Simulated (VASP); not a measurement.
Here is a VASP 6.6.1 calculation.

INCAR

```
SYSTEM = Cd
  PREC = Accurate
  ENCUT = 520
  EDIFF = 1E-7
  ISMEAR = 0
  SIGMA = 0.1
  LREAL = .False.
  LASPH = .True.
  NELM = 80
  ALGO = Fast
  ISIF = 2
  LWAVE = .False.
  LCHARG = .False.
  GGA = PE
  NBANDS = 12
```

The input KPOINTS:

```
Automatic mesh
0
Gamma
  12 11 11
  0 0 0
```

Contents of POSCAR:

```
Cd
1.0
    1.5790080000      0.9044910000      2.3853110000
   -1.6599930000      0.8989190000      2.4405920000
   -0.0453180000     -1.8934790000      2.4470920000
Cd
1
Direct
   -0.0002900000     -0.0002450000      0.0117290000
```

Potentials or basis: VASP PAW PBE potentials, release 64 (Cd).

Run with:

```console
$ cat potpaw_PBE.64/Cd/POTCAR > POTCAR
$ mpirun -np 1 vasp_std > vasp.out
```

Task: Predict the pressure.

Result: 2.4 GPa.

Task: What does it give for the band gap on the k mesh?

Result: Zero (bands 6 and 7 overlap by 3.38 eV).

Stress tensor (GPa, compression positive):
```
 2.03 -0.25  0.02
-0.25  2.40  0.02
 0.02  0.02  2.89
```
